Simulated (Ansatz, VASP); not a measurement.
# One calculation of Pb, two programs

```xyz
2
Lattice="3.4800 0.0000 0.0000 -1.7400 3.0138 0.0000 0.0000 0.0000 5.5900" Properties=species:S:1:pos:R:3 pbc="T T T"
Pb    0.0000    2.0092    1.3975
Pb    1.7400    1.0046    4.1925
```

Alike in both runs: task electric field gradients; functional LDA; k mesh 14 × 14 × 8; occupations fermi-dirac, width 0.08 eV; no spin polarisation.

```csv
,VASP,Ansatz
version,VASP 6.6.1,Ansatz 0.2.0
potentials or method,"VASP PAW LDA potentials, release 64 (Pb_d)","PAW with Ansatz's default frozen-core files, scalar-relativistic"
plane-wave cutoff (eV),520,420
valence electrons in the cell,28,28
```

VASP gave:

```
pressure (GPa)                                                : -0.6
traceless stress, the component that is largest in VASP (GPa) : 1.18
size of Vzz on the site where it differs most (V/Å²)          : 51.8
```

Which values does Ansatz return?

Pressure (GPa): -0.7; traceless stress, the component that is largest in VASP (GPa): 1.15; size of Vzz on the site where it differs most (V/Å²): 52.4.

LDA's correlation is that of Perdew and Zunger in VASP and of Perdew and Wang (1992) in Ansatz.

Spin-orbit coupling is off throughout.
